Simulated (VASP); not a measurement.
**Eu: single point with PBEsol**

The system is Eu.

```
CELL_PARAMETERS angstrom
-2.30300 2.30300 2.30300
2.30300 -2.30300 2.30300
2.30300 2.30300 -2.30300
ATOMIC_POSITIONS crystal
Eu 0.00000 0.00000 0.00000
```

```yaml
Program: VASP 6.6.1
Task: single point
Functional: PBEsol
Potentials_or_basis: VASP PAW PBE potentials, release 64 (Eu)
Cutoff: 520 eV
k_mesh: 7 × 7 × 7
Occupations: fermi-dirac, width 0.05 eV
Spin: collinear spin, ferromagnetic start
Starting_moments: "[14.0] μB"
Fixed_moment: 14 μB
Dipole_correction: no
Further_INCAR_settings: ALGO = Normal; EDIFF = 1e-06; NBANDS = 18
```

The pressure is -5.7 GPa. The net moment is 14.00 μB per cell and the site moments are Eu +11.34 μB. The valence electrons inside the program's atomic spheres are Eu 14.22.

Run time: 60 s on 1 thread of Intel(R) Xeon(R) Platinum 8375C CPU @ 2.90GHz (Ice Lake) (shared host), peak memory 0.2 GiB.

Caveat: the cell stands under tension; the PAW data sets were made with another functional, which shifts forces and pressure a little; the total moment is fixed, so each spin has its own Fermi level. The state reached can hang on the start; a lower one may exist.
